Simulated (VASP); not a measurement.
VCr, 2 atoms in the cell. It takes space group Cmmm (No. 65, orthorhombic). The conventional cell has a = 2.903 Å, b = 4.201 Å, c = 4.002 Å, α = 90.00°, β = 90.00°, γ = 90.00°. V (site symmetry mmm) has 8 Cr at 2.47 to 2.90 Å and 6 V at 2.55 to 2.90 Å within 3.3 Å. Cr (site symmetry mmm) has 8 V at 2.47 to 2.90 Å and 6 Cr at 2.55 to 2.90 Å within 3.3 Å. 

- Program: VASP 6.6.1
- Task: single point
- Functional: r2SCAN
- Potentials or basis: VASP PAW PBE potentials, release 64 (V_sv, Cr_pv)
- Cutoff: 520 eV
- k mesh: 8 × 8 × 4
- Occupations: gaussian, width 0.1 eV
- Spin: collinear spin, ferromagnetic start
- Starting moments: [2.0, 3.0] μB
- Dipole correction: no
- Further INCAR settings: ALGO = Normal; EDIFF = 1e-06; NBANDS = 24

Potentials or basis: VASP PAW PBE potentials, release 64 (V_sv, Cr_pv).

Launch:

```console
$ cat potpaw_PBE.64/V_sv/POTCAR potpaw_PBE.64/Cr_pv/POTCAR > POTCAR
$ cp INCAR.step1 INCAR
$ mpirun -np 1 vasp_std > vasp.out
$ cp INCAR.step2 INCAR
$ mpirun -np 1 vasp_std > vasp.out
```

Hardware: 1 thread of AMD EPYC 7R43 64-Core Processor (Zen 3) (shared host).

Task: How long does it take, and how much memory?

Result: It took 5.1 min on 1 thread of AMD EPYC 7R43 64-Core Processor (Zen 3) (shared host), peak memory 0.15 GiB. Counts: k points 63.
